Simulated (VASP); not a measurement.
# O (Fmmm) in VASP: a series of runs, part 2 of 2

VASP 6.6.1. Earlier steps stand in the parts before.

## (3) Single point, LDA

This run uses another cell than the first one, of 9.67 Å³/atom.

INCAR

```
ALGO = Normal ; EDIFF = 1E-7
ENCUT = 520 ; ISIF = 2
ISMEAR = 0 ; LASPH = T
LCHARG = T ; LELF = T
LREAL = F ; LVHAR = T
LWAVE = F ; NBANDS = 13
NELM = 100 ; PREC = Accurate
SIGMA = 0.15
```

KPOINTS

```
k-points
0
Gamma
  22 22 22
```

POSCAR

```
O
1.0
    0.0000000000      1.6231723000      3.6939594584
    1.6126935410      0.0000000000      3.6939594584
    1.6126935410      1.6231723000      0.0000000000
O
2
Direct
    0.0808467867      0.0808467867      0.9191532133
    0.9191532133      0.9191532133      0.0808467867
```

Potentials or basis: VASP PAW LDA potentials, release 64 (O).

On the command line:

```sh
> cat potpaw_LDA.64/O/POTCAR > POTCAR
> mpirun -np 1 vasp_std > vasp.out
```

OUTCAR:

```text
EDIFF = 1E-7
   ENCUT = 520
   ISIF = 2
   ISMEAR = 0
   LASPH = T
   LREAL = F
   NELM = 100
   PREC = Accurate

 ion  position               nearest neighbor table
   1  0.081  0.081  0.919-   2 1.19
   2  0.919  0.919  0.081-   1 1.19

  LATTYP: Found a face centered orthorhombic cell.
 ALAT       =     3.2253870820
 B/A-ratio  =     1.0064976753
 C/A-ratio  =     2.2905526465

  Lattice vectors:

 A1 = (   0.0000000000,   1.6231723000,   3.6939594584)
 A2 = (   1.6126935410,   0.0000000000,   3.6939594584)
 A3 = (   1.6126935410,   1.6231723000,   0.0000000000)

Analysis of symmetry for initial positions (statically):
=====================================================================
 Subroutine PRICEL returns:
 Original cell was already a primitive cell.

 Routine SETGRP: Setting up the symmetry group for a
 face centered orthorhombic supercell.

 Subroutine GETGRP returns: Found  8 space group operations
 (whereof  8 operations were pure point group operations)
 out of a pool of  8 trial point group operations.

The static configuration has the point symmetry D_2h.

Analysis of symmetry for dynamics (positions and initial velocities):
=====================================================================
 Subroutine PRICEL returns:
 Original cell was already a primitive cell.

 Routine SETGRP: Setting up the symmetry group for a
 face centered orthorhombic supercell.

 Subroutine GETGRP returns: Found  8 space group operations
 (whereof  8 operations were pure point group operations)
 out of a pool of  8 trial point group operations.

The dynamic configuration has the point symmetry D_2h.

 Subroutine INISYM returns: Found  8 space group operations
 (whereof  8 operations are pure point group operations),
 and found     1 'primitive' translations

----------------------------------------------------------------------------------------

[... 121 lines left out ...]
   LEPSILON=     F    determine dielectric tensor
   LRPA    =     F    only Hartree local field effects (RPA)
 non-spin polarized calculation
 Gauss-broadening in eV      SIGMA  =   0.15
  energy-cutoff  :      520.00
  volume of cell :       19.34
 maximum number of plane-waves:       543
 NGX is ok and might be reduce to    30
   NGX = 15   NGY = 15   NGZ =  9

 number of electron      11.9999998 magnetization

 Free energy of the ion-electron system (eV)
  ---------------------------------------------------
  ext. energy  EPLUGINS =         0.00000000
  ---------------------------------------------------
  free energy    TOTEN  =       -11.02686837 eV

  energy without entropy =      -11.01690967  energy(sigma->0) =      -11.02188902

 E-fermi :   1.4447     XC(G=0): -10.9406

 val. band max:        1.4443452857   @ k =  -0.0909   0.1364   0.1818
 cond. band min:       1.4453255133   @ k =   0.4091   0.1818   0.1364
 fundamental gap:      0.0009802276
 Fermi energy:         1.4447025554

 k-point     1 :       0.0000    0.0000    0.0000
  band No.  band energies     occupation
      1     -26.8179      2.00000
      2     -13.1338      2.00000
      3      -7.9703      2.00000
      4      -3.6583      2.00000
      5      -3.6388      2.00000
      6       3.0701      0.00000
      7       3.0872      0.00000
      8      12.1968      0.00000
      9      12.4842      0.00000
     10      14.0755      0.00000
     11      20.9813      0.00000
     12      21.8120      0.00000
     13      27.7499      0.00000
[... 354 lines left out ...]
  band No.  band energies     occupation
      1     -25.7715      2.00000
      2     -12.0888      2.00000
      3      -8.7773      2.00000
      4      -5.9163      2.00000
      5      -3.1545      2.00000
      6      -0.9619      2.00000
      7       3.5567      0.00000
      8      11.2244      0.00000
      9      16.6220      0.00000
     10      17.4579      0.00000
     11      20.1388      0.00000
     12      20.4296      0.00000
     13      28.7031      0.00000

 [... further k-points ...]

------------------------ aborting loop because EDIFF is reached ----------------------------------------

  FORCE on cell =-STRESS in cart. coord.  units (eV):
  Direction    XX          YY          ZZ          XY          YZ          ZX
  --------------------------------------------------------------------------------------
  -------------------------------------------------------------------------------------
  Total       -0.0195079     -0.0274565      2.2149003      0.0000000      0.0000000      0.0000000
  in kB       -1.6161561     -2.2746628    183.4958227      0.0000000      0.0000000      0.0000000
  external PRESSURE =      59.8683346 kB  Pullay stress =       0.0000000 kB

 VOLUME and BASIS-vectors are now :
 -----------------------------------------------------------------------------
  energy-cutoff  :      520.00
  volume of cell :       19.34
      direct lattice vectors                 reciprocal lattice vectors
     0.000000000  1.623172300  3.693959458    -0.310040307  0.308038771  0.135356115
     1.612693541  0.000000000  3.693959458     0.310040307 -0.308038771  0.135356115
     1.612693541  1.623172300  0.000000000     0.310040307  0.308038771 -0.135356115

 POSITION                                       TOTAL-FORCE (eV/Angst)
 -----------------------------------------------------------------------------------
      1.61269      1.62317      0.59729         0.000000      0.000000      1.913966
      1.61269      1.62317      6.79063         0.000000      0.000000     -1.913966
 -----------------------------------------------------------------------------------
    total drift:                                0.000000     -0.000000      0.000000

  FREE ENERGIE OF THE ION-ELECTRON SYSTEM (eV)
  ---------------------------------------------------
  free  energy   TOTEN  =       -11.0268683743 eV

  energy  without entropy=      -11.0169096653  energy(sigma->0) =      -11.02188902
```

OSZICAR:

```text
N       E                     dE             d eps       ncg     rms          rms(c)
DAV:   1     0.344900576235E+02    0.34490E+02   -0.65886E+03 40613   0.874E+02
DAV:   2    -0.102359001005E+02   -0.44726E+02   -0.42767E+02 49797   0.187E+02
DAV:   3    -0.113880224522E+02   -0.11521E+01   -0.11440E+01 46111   0.268E+01
DAV:   4    -0.113908837329E+02   -0.28613E-02   -0.28612E-02 46176   0.162E+00
DAV:   5    -0.113908933489E+02   -0.96160E-05   -0.96160E-05 46979   0.857E-02    0.456E+00
DAV:   6    -0.110978771481E+02    0.29302E+00   -0.25602E-01 43495   0.459E+00    0.237E+00
DAV:   7    -0.110260538135E+02    0.71823E-01   -0.22082E-01 45505   0.418E+00    0.475E-01
DAV:   8    -0.110269373632E+02   -0.88355E-03   -0.16920E-02 41450   0.110E+00    0.612E-02
DAV:   9    -0.110268736675E+02    0.63696E-04   -0.23889E-04 49050   0.141E-01    0.254E-02
DAV:  10    -0.110268686011E+02    0.50665E-05   -0.14803E-05 45660   0.407E-02    0.494E-03
DAV:  11    -0.110268687747E+02   -0.17364E-06   -0.27118E-06 46785   0.158E-02    0.447E-03
DAV:  12    -0.110268683720E+02    0.40277E-06   -0.76811E-07 44450   0.808E-03    0.705E-04
DAV:  13    -0.110268683743E+02   -0.23025E-08   -0.58628E-08 21970   0.211E-03
   1 F= -.11026868E+02 E0= -.11021889E+02  d E =-.995871E-02
```

stdout:

```text
POSCAR found type information on POSCAR O
 POSCAR found :  1 types and       2 ions
 scaLAPACK will be used
 LDA part: xc-table for (Slater(with rela. corr.)+CA(PZ))
 , standard interpolation
 POSCAR, INCAR and KPOINTS ok, starting setup
 FFT: planning ... GRIDC
 FFT: planning ... GRID_SOFT
 FFT: planning ... GRID
 WAVECAR not read
 entering main loop
```

Run time: 4.6 min. Hardware: 1 thread of Intel Xeon Platinum 8488C (Sapphire Rapids), shared host; peak memory 0.37 GiB.

What came out:

```
Free energy            : -11.0269 eV
Pressure               : 6.0 GPa
Largest force          : 1.914 eV/Å
Band gap on the k mesh : zero (bands 6 and 7 overlap by 3.11 eV)
```

Forces in eV/Å, atoms in the order of the input:
```
O    0.000  0.000  1.914
O    0.000  0.000 -1.914
```

Caveat: the standard files for N, O and F lose accuracy on very short bonds; spin is off for a triplet molecule; the stress differs along the axes, from -0 to 18 GPa; forces of over 1 eV/Å act on the atoms, so gaps and moduli don't describe the material at rest.
